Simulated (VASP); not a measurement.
Here is a VASP 6.6.1 calculation.

INCAR

```
SYSTEM = SnO
  ALGO = Normal
  EDIFF = 1E-6
  ENCUT = 1340
  GGA = PS
  GGA_COMPAT = .FALSE.
  ISIF = 2
  ISMEAR = -1
  LASPH = .TRUE.
  LCHARG = .FALSE.
  LREAL = .FALSE.
  LWAVE = .FALSE.
  NBANDS = 28
  NELM = 120
  PREC = Accurate
  SIGMA = 0.05
```

KPOINTS

```
k-points
0
G
  7 7 6
  0 0 0
```

POSCAR

```
SnO
1.0
    3.5568660057      0.0000000000      0.0000000000
    0.0000000000      3.5568660057      0.0000000000
    0.0000000000      0.0000000000      4.0156383552
Sn O
2 2
Direct
    0.5000000000      0.0000000000      0.7097506857
    0.0000000000      0.5000000000      0.2902493143
    0.0000000000      0.0000000000      0.0000000000
    0.5000000000      0.5000000000      0.0000000000
```

Potentials or basis: VASP PAW PBE potentials, release 64 (Sn_d, O_h).

Launch:

```console
$ cat potpaw_PBE.64/Sn_d/POTCAR potpaw_PBE.64/O_h/POTCAR > POTCAR
$ mpirun -np 1 vasp_std > vasp.out
```

Estimate the largest force.

0.104 eV/Å.

What does it give for the pressure?

30.5 GPa.

What does it give for the band gap on the k mesh?

Zero (bands 20 and 21 overlap by 1.74 eV).

Stress tensor (GPa, compression positive):
```
30.44  0.00  0.00
 0.00 30.44  0.00
 0.00  0.00 30.63
```

Caveat: the cell stands under pressure; the PAW data sets were made with another functional, which shifts forces and pressure a little; spin-orbit coupling is left out, which moves the levels of the heavy elements.
